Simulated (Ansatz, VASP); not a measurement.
**Two plane-wave programs on ZnS**

The input INCAR:

```
SYSTEM = ZnS
  ALGO = Normal
  EDIFF = 1E-6
  EDIFFG = -0.01
  ENCUT = 600
  GGA = PE
  IBRION = 2
  ISIF = 3
  ISMEAR = 0
  LASPH = .True.
  LCHARG = .False.
  LREAL = .False.
  LWAVE = .False.
  NELM = 80
  NSW = 100
  PREC = Accurate
  SIGMA = 0.1
```

The input KPOINTS:

```
k-points
0
Gamma
  12 12 8
  0 0 0
```

The input POSCAR:

```
ZnS
1.0
    3.6767642109      0.0000000000      0.0000000000
    0.0000000000      3.6767642109      0.0000000000
    0.0000000000      0.0000000000      6.0332629698
Zn S
2 2
Direct
    0.5000000000      0.5000000000      0.2500000000
    0.5000000000      0.5000000000      0.7500000000
    0.0000000000      0.5000000000      0.0000000000
    0.5000000000      0.0000000000      0.5000000000
```

Input for Ansatz:

```yaml
crystal:
  lattice:
    - [3.6767642109, 0.0, 0.0]
    - [0.0, 3.6767642109, 0.0]
    - [0.0, 0.0, 6.0332629698]
  atoms:
    - { symbol: Zn, position: [0.5, 0.5, 0.25] }
    - { symbol: Zn, position: [0.5, 0.5, 0.75] }
    - { symbol: S, position: [0.0, 0.5, 0.0] }
    - { symbol: S, position: [0.5, 0.0, 0.5] }
basis:
  ecutwfc: 420
kpoints:
  mp_grid: { grid: [12, 12, 8] }
hamiltonian:
  xc: pbe
scf:
  occupations: { method: gaussian, width: 0.1 }
output:
  forces: true
  stress: true
  eigenvalues: true
relax:
  adjacent_minimum: "off"
  f_tol: 0.01
  max_steps: 80
  cell: { stress_tol: 0.05 }
```

Change from the starting cell: ordered vacancies on the cation sites of antifluorite (P4_2/mmc, No. 131).

Alike in both runs: task relaxation of cell and atoms; functional PBE; k mesh 12 × 12 × 8; occupations gaussian, width 0.1 eV; no spin polarisation.

|  | VASP | Ansatz |
| --- | --- | --- |
| version | VASP 6.6.1 | Ansatz 0.2.0 |
| potentials or method | VASP PAW PBE potentials, release 64 (Zn, S), cutoff 600 eV | scalar-relativistic, plane waves, PAW |
| valence electrons in the cell | 36 | 36 |

VASP gave:

* gap on the k mesh at the Fermi level, each at its own relaxed structure (eV): none
* relaxed volume (Å³/atom): 20.36
* relaxed cell length with the largest relative difference (Å): 3.668

Question: What did Ansatz give for the same quantities?

Answer: gap on the k mesh at the Fermi level, each at its own relaxed structure (eV): none; relaxed volume (Å³/atom): 20.32; relaxed cell length with the largest relative difference (Å): 3.666.

A gap of «none» marks a metal or a gap that the smearing closes.
